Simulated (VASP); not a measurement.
# Ge (Imma) in VASP: notebook

Ge is run at these levels: r2SCAN; tasks: single point.

All numbers are computed with VASP 6.6.1; they aren't measurements. Logs are shortened: lines on timing, memory, paths and dates and some standing lists are left out, and cuts for length are marked.

## (1) The cell of the first run

Symmetry: Imma, No. 74, orthorhombic system. Conventional cell: a = 4.924 Å, b = 5.230 Å, c = 2.835 Å, α = 90.00°, β = 90.00°, γ = 90.00°. Within 3.6 Å of Ge (site symmetry mm2) lie 10 Ge at 2.64 to 3.60 Å.

## (2) Single point, r2SCAN

Contents of POSCAR:

```
Ge
1.0
   -2.4621655136      2.6150361352      1.4175264166
    2.4621655136     -2.6150361352      1.4175264166
    2.4621655136      2.6150361352     -1.4175264166
Ge
2
Direct
    0.3140570000      0.0640570000      0.2500000000
    0.6859430000      0.9359430000      0.7500000000
```

Contents of INCAR.step1:

```
SYSTEM = Ge
PREC = Accurate
ENCUT = 520
ISMEAR = -1
SIGMA = 0.05
LREAL = .False.
LASPH = .True.
NELM = 100
NBANDS = 21
GGA = PE
ALGO = Normal
EDIFF = 1E-4
LWAVE = .True.
LCHARG = .False.
```

Contents of INCAR.step2:

```
SYSTEM = Ge
PREC = Accurate
ENCUT = 520
EDIFF = 1E-6
ISMEAR = -1
SIGMA = 0.05
LREAL = .False.
LASPH = .True.
NELM = 100
ALGO = Normal
ISIF = 2
LWAVE = .False.
LCHARG = .False.
METAGGA = R2SCAN
LMIXTAU = .True.
NBANDS = 21
ISTART = 1
```

Contents of KPOINTS:

```
Automatic mesh
0
Gamma
  11 11 11
  0 0 0
```

Potentials or basis: VASP PAW PBE potentials, release 64 (Ge_d).

Launch:

```
$ cat potpaw_PBE.64/Ge_d/POTCAR > POTCAR
$ cp INCAR.step1 INCAR
$ mpirun -np 1 vasp_std > vasp.out
$ cp INCAR.step2 INCAR
$ mpirun -np 1 vasp_std > vasp.out
```

OUTCAR:

```text
SYSTEM = Ge
   PREC = Accurate
   ENCUT = 520
   EDIFF = 1E-6
   ISMEAR = -1
   LREAL = .False.
   LASPH = .True.
   NELM = 100
   ISIF = 2
   METAGGA = R2SCAN
   ISTART = 1

 ion  position               nearest neighbor table
   1  0.314  0.064  0.250-   2 2.64   2 2.64   2 2.68   2 2.68
   2  0.686  0.936  0.750-   1 2.64   1 2.64   1 2.68   1 2.68

  LATTYP: Found a body centered orthorhombic cell.
 ALAT       =     2.8350528332
 B/A-ratio  =     1.7369450648
 C/A-ratio  =     1.8447882908

  Lattice vectors:

 A1 = (   2.4621655136,  -2.6150361352,   1.4175264166)
 A2 = (  -2.4621655136,  -2.6150361352,  -1.4175264166)
 A3 = (   2.4621655136,   2.6150361352,  -1.4175264166)

Analysis of symmetry for initial positions (statically):
=====================================================================
 Subroutine PRICEL returns:
 Original cell was already a primitive cell.

 Routine SETGRP: Setting up the symmetry group for a
 body centered orthorhombic supercell.

 Subroutine GETGRP returns: Found  8 space group operations
 (whereof  4 operations were pure point group operations)
 out of a pool of  8 trial point group operations.

The static configuration has the point symmetry C_2h.
 The point group associated with its full space group is D_2h.

Analysis of symmetry for dynamics (positions and initial velocities):
=====================================================================
 Subroutine PRICEL returns:
 Original cell was already a primitive cell.

 Routine SETGRP: Setting up the symmetry group for a
 body centered orthorhombic supercell.

 Subroutine GETGRP returns: Found  8 space group operations
 (whereof  4 operations were pure point group operations)
 out of a pool of  8 trial point group operations.

The dynamic configuration has the point symmetry C_2h.
 The point group associated with its full space group is D_2h.

 Subroutine INISYM returns: Found  8 space group operations
 (whereof  4 operations are pure point group operations),
 and found     1 'primitive' translations

----------------------------------------------------------------------------------------

                                     Primitive cell

  volume of cell :      36.5078

[... 80 lines left out ...]
   ISTART =      1    job   : 0-new  1-cont  2-samecut
   ICHARG =      0    charge: 1-file 2-atom 10-const
   ISPIN  =      1    spin polarized calculation?
   LNONCOLLINEAR =      F non collinear calculations
   LSORBIT =      F    spin-orbit coupling
   LASPH  =      T    aspherical Exc in radial PAW
   ENCUT  =  520.0 eV  38.22 Ry    6.18 a.u.   7.18  7.18  7.18*2*pi/ulx,y,z
   NELM   =    100;   NELMIN=  2; NELMDL=  0     # of ELM steps
   EDIFF  = 0.1E-05   stopping-criterion for ELM
   LREAL  =      F    real-space projection
   EDIFFG = 0.1E-04   stopping-criterion for IOM
   NSW    =      0    number of steps for IOM
   IBRION =     -1    ionic relax: 0-MD 1-quasi-New 2-CG
   NFREE  =      0    steps in history (QN), initial steepest desc. (CG)
   ISIF   =      2    stress and relaxation
   ISYM   =      2    0-nonsym 1-usesym 2-fastsym
   POTIM  = 0.5000    time-step for ionic-motion
   TEBEG  =    0.0;   TEEND  =   0.0 temperature during run
   PSTRESS=    0.0 pullay stress
   NELECT =      28.0000    total number of electrons
   NUPDOWN=      -1.0000    fix difference up-down
   EMIN   =  10.00;   EMAX   =-10.00  energy-range for DOS
   EFERMI =   0.00;   METHOD = LEGACY
   ISMEAR =    -1;   SIGMA  =   0.05  broadening in eV -4-tet -1-fermi 0-gaus
   EFERMI_NEDOS =   21; number of points for ismear=-14 and -15
   IALGO  =     38    algorithm
   IMIX   =      4    mixing-type and parameters
     AMIX     =   0.40;   BMIX     =  1.00
     AMIX_MAG =   1.60;   BMIX_MAG =  1.00
  volume/ion in A,a.u.               =      18.25       123.18
  Fermi-wavevector in a.u.,A,eV,Ry     =   1.498530  2.831811 30.553141  2.245593
  Thomas-Fermi vector in A             =   2.610277
   LORBIT       =      0    0 simple, 1 ext, 2 COOP (PROOUT), +10 PAW based schemes
   METAGGA = R2SCAN    functional components
   LHFCALC =     F    Hartree Fock is set to
   AEXX    =    0.0000 exact exchange contribution
   IVDW    =     0    specifies the selected vdW correction
   LEPSILON=     F    determine dielectric tensor
   LRPA    =     F    only Hartree local field effects (RPA)
 non-spin polarized calculation
  energy-cutoff  :      520.00
  volume of cell :       36.51
 maximum number of plane-waves:       998
 NGX is ok and might be reduce to    30
   NGX = 15   NGY = 15   NGZ = 15

 number of electron      27.9999990 magnetization

 Free energy of the ion-electron system (eV)
  ---------------------------------------------------
  ext. energy  EPLUGINS =         0.00000000
  ---------------------------------------------------
  free energy    TOTEN  =       -27.00304532 eV

  energy without entropy =      -26.99756364  energy(sigma->0) =      -27.00030448

 E-fermi :   6.8985     XC(G=0): -12.4755

 val. band max:        6.8839719498   @ k =  -0.0000   0.2727   0.0000
 cond. band min:       6.9193151694   @ k =  -0.2727   0.3636   0.1818
 fundamental gap:      0.0353432196
 Fermi energy:         6.8985139100

 k-point     1 :       0.0000    0.0000    0.0000
  band No.  band energies     occupation
      1     -18.6663      2.00000
      2     -18.5772      2.00000
      3     -18.5715      2.00000
      4     -18.5687      2.00000
      5     -18.5275      2.00000
      6     -18.4821      2.00000
[... 565 lines left out ...]
     20      18.6264      0.00000
     21      18.7675      0.00000

 [... further k-points ...]

------------------------ aborting loop because EDIFF is reached ----------------------------------------

  FORCE on cell =-STRESS in cart. coord.  units (eV):
  Direction    XX          YY          ZZ          XY          YZ          ZX
  --------------------------------------------------------------------------------------
  -------------------------------------------------------------------------------------
  Total        0.6554830      0.1438330      0.3576808      0.0000000     -0.0000000      0.0000000
  in kB       28.7664285      6.3122311     15.6971253      0.0000000     -0.0000000      0.0000000
  external PRESSURE =      16.9252616 kB  Pullay stress =       0.0000000 kB

 VOLUME and BASIS-vectors are now :
 -----------------------------------------------------------------------------
  energy-cutoff  :      520.00
  volume of cell :       36.51
      direct lattice vectors                 reciprocal lattice vectors
    -2.462165514  2.615036135  1.417526417     0.000000000  0.191201947  0.352727113
     2.462165514 -2.615036135  1.417526417     0.203073269  0.000000000  0.352727113
     2.462165514  2.615036135 -1.417526417     0.203073269  0.191201947  0.000000000

 POSITION                                       TOTAL-FORCE (eV/Angst)
 -----------------------------------------------------------------------------------
      0.00000      1.30752      0.18160        -0.000000      0.000000      0.082686
      2.46217      1.30752      1.23592         0.000000     -0.000000     -0.082686
 -----------------------------------------------------------------------------------
    total drift:                               -0.000000     -0.000000      0.000000

  FREE ENERGIE OF THE ION-ELECTRON SYSTEM (eV)
  ---------------------------------------------------
  free  energy   TOTEN  =       -27.0030453242 eV

  energy  without entropy=      -26.9975636449  energy(sigma->0) =      -27.00030448
```

OUTCAR.step1:

```text
SYSTEM = Ge
   PREC = Accurate
   ENCUT = 520
   ISMEAR = -1
   LREAL = .False.
   LASPH = .True.
[... 801 lines left out ...]
      0.00000      1.30752      0.18160         0.000000      0.000000      0.051353
      2.46217      1.30752      1.23592        -0.000000     -0.000000     -0.051353
 -----------------------------------------------------------------------------------
    total drift:                               -0.000000     -0.000000      0.000000

  FREE ENERGIE OF THE ION-ELECTRON SYSTEM (eV)
  ---------------------------------------------------
  free  energy   TOTEN  =        -8.5342442017 eV

  energy  without entropy=       -8.5283424986  energy(sigma->0) =       -8.53129335
```

OSZICAR.step1:

```text
N       E                     dE             d eps       ncg     rms          rms(c)
DAV:   1     0.172681863556E+03    0.17268E+03   -0.14149E+04 10481   0.383E+03
DAV:   2     0.145959521849E+02   -0.15809E+03   -0.15329E+03  9127   0.585E+02
DAV:   3    -0.793365565896E+01   -0.22530E+02   -0.22336E+02 10268   0.131E+02
DAV:   4    -0.854525460648E+01   -0.61160E+00   -0.61120E+00 10275   0.252E+01
DAV:   5    -0.855410801514E+01   -0.88534E-02   -0.88532E-02 10249   0.328E+00    0.215E+00
DAV:   6    -0.854034354293E+01    0.13764E-01   -0.17778E-02 12409   0.232E+00    0.122E+00
DAV:   7    -0.853438013941E+01    0.59634E-02   -0.13662E-02 12290   0.180E+00    0.109E-01
DAV:   8    -0.853424111032E+01    0.13903E-03   -0.21442E-03 11769   0.821E-01    0.394E-02
DAV:   9    -0.853424420169E+01   -0.30914E-05   -0.55508E-05  6843   0.114E-01
   1 F= -.85342442E+01 E0= -.85312934E+01  d E =-.590170E-02
```

It took 7 min on 1 thread of Intel Xeon Platinum 8488C (Sapphire Rapids), shared host; peak memory 0.26 GiB.

What came out:

```yaml
Free_energy: -27.0030 eV
Pressure: 1.7 GPa
Largest_force: 0.083 eV/Å
Band_gap_on_the_k_mesh: zero (bands 14 and 15 overlap by 5.83 eV)
```

Forces in eV/Å, atoms in the order of the input:
```
Ge   0.000  0.000  0.083
Ge   0.000  0.000 -0.083
```

Caveat: the PAW data sets were made with another functional, which shifts forces and pressure a little.

## (3) Single point, r2SCAN

This run uses another cell than the first one, of 18.63 Å³/atom.

Contents of POSCAR:

```
Ge
1.0
   -2.4791465020      2.6330714371      1.4273027698
    2.4791465020     -2.6330714371      1.4273027698
    2.4791465020      2.6330714371     -1.4273027698
Ge
2
Direct
    0.3140570000      0.0640570000      0.2500000000
    0.6859430000      0.9359430000      0.7500000000
```

Contents of INCAR.step1:

```
ALGO = Normal
EDIFF = 1E-4
ENCUT = 520
GGA = PE
ISMEAR = -1
LASPH = T
LCHARG = F
LREAL = F
LWAVE = T
NBANDS = 21
NELM = 100
PREC = Accurate
SIGMA = 0.05
```

Contents of INCAR.step2:

```
ALGO = Normal
EDIFF = 1E-6
ENCUT = 520
ISIF = 2
ISMEAR = -1
ISTART = 1
LASPH = T
LCHARG = T
LELF = T
LMIXTAU = T
LREAL = F
LVHAR = T
LWAVE = F
METAGGA = R2SCAN
NBANDS = 21
NELM = 100
PREC = Accurate
SIGMA = 0.05
```

Contents of KPOINTS:

```
k-points
0
Gamma
  11 11 11
```

Potentials or basis: VASP PAW PBE potentials, release 64 (Ge_d).

Launch:

```
$ cat potpaw_PBE.64/Ge_d/POTCAR > POTCAR
$ cp INCAR.step1 INCAR
$ mpirun -np 1 vasp_std > vasp.out
$ cp INCAR.step2 INCAR
$ mpirun -np 1 vasp_std > vasp.out
```

It took 7.5 min on 1 thread of Intel Xeon Platinum 8488C (Sapphire Rapids), shared host; peak memory 0.27 GiB.

Results (log left out):

* Free energy: -27.0075 eV
* Pressure: 0.0 GPa
* Largest force: 0.086 eV/Å
* Band gap on the k mesh: zero (bands 14 and 15 overlap by 5.65 eV)

Forces in eV/Å, atoms in the order of the input:
```
Ge   0.000  0.000  0.086
Ge   0.000  0.000 -0.086
```

Stress tensor (GPa, compression positive):
```
 1.16  0.00  0.00
 0.00 -1.10  0.00
 0.00  0.00 -0.10
```

Levels at points of the mesh, in eV from the Fermi level:
```csv
k point,band 11,band 12,band 13,band 14,band 15,band 16,band 17,band 18
"(0.00, 0.00, 0.00)",-13.94,-3.80,-2.67,-2.15,3.87,7.39,7.69,8.45
```

Caveat: the PAW data sets were made with another functional, which shifts forces and pressure a little.

(Continued in part 2 of 2.)

The gap in the log of VASP goes by the Fermi energy; the results here count the filled bands.